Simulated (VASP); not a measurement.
**Al6H: single point with PBE**

The system is Al6H, a slab with vacuum.

```
CELL_PARAMETERS angstrom
5.71352 0.00000 0.00000
0.00000 5.71352 0.00000
0.00000 0.00000 22.17470
ATOMIC_POSITIONS crystal
Al 0.25000 0.25000 0.18039
Al 0.25000 0.75000 0.18039
Al 0.75000 0.25000 0.18039
Al 0.75000 0.75000 0.18039
Al 0.00000 0.00000 0.27441
Al 0.00000 0.50000 0.27441
Al 0.50000 0.00000 0.27441
Al 0.50000 0.50000 0.27441
Al 0.25000 0.25000 0.36865
Al 0.25000 0.75000 0.36865
Al 0.75000 0.25000 0.36865
Al 0.75000 0.75000 0.36865
H 0.00000 0.91958 0.43224
H 0.00000 0.08042 0.43224
```

```
Program             : VASP 6.6.1
Task                : single point
Functional          : PBE
Potentials or basis : VASP PAW PBE potentials, release 64 (Al, H)
Cutoff              : 520 eV
k mesh              : 5 × 5 × 1
Occupations         : gaussian, width 0.1 eV
Spin                : no spin polarisation
```

```json
{
  "Largest force": "0.838 eV/Å",
  "Band gap on the k mesh": "zero (band 19 reaches -0.19 eV, above the bottom of band 20 at -0.99 eV)"
}
```

Forces in eV/Å, atoms in the order of the input:
```
Al  -0.010  0.004  0.050
Al  -0.010 -0.004  0.050
Al   0.010  0.004  0.050
Al   0.010 -0.004  0.050
Al   0.000  0.000  0.174
Al   0.000  0.000 -0.032
Al   0.000  0.000 -0.082
Al   0.000  0.000  0.042
Al   0.278  0.320 -0.126
Al   0.278 -0.320 -0.126
Al  -0.278  0.320 -0.126
Al  -0.278 -0.320 -0.126
H    0.000  0.832  0.101
H    0.000 -0.832  0.101
```

Levels at points of the mesh, in eV from the Fermi level:
```csv
k point,band 17,band 18,band 19,band 20,band 21,band 22
"(0.00, 0.00, 0.00)",-1.04,-0.83,-0.46,-0.21,-0.16,-0.13
```

Wall time 4.9 min on 1 thread of Intel(R) Xeon(R) 6975P-C (Granite Rapids) (shared host), peak memory 0.69 GiB.
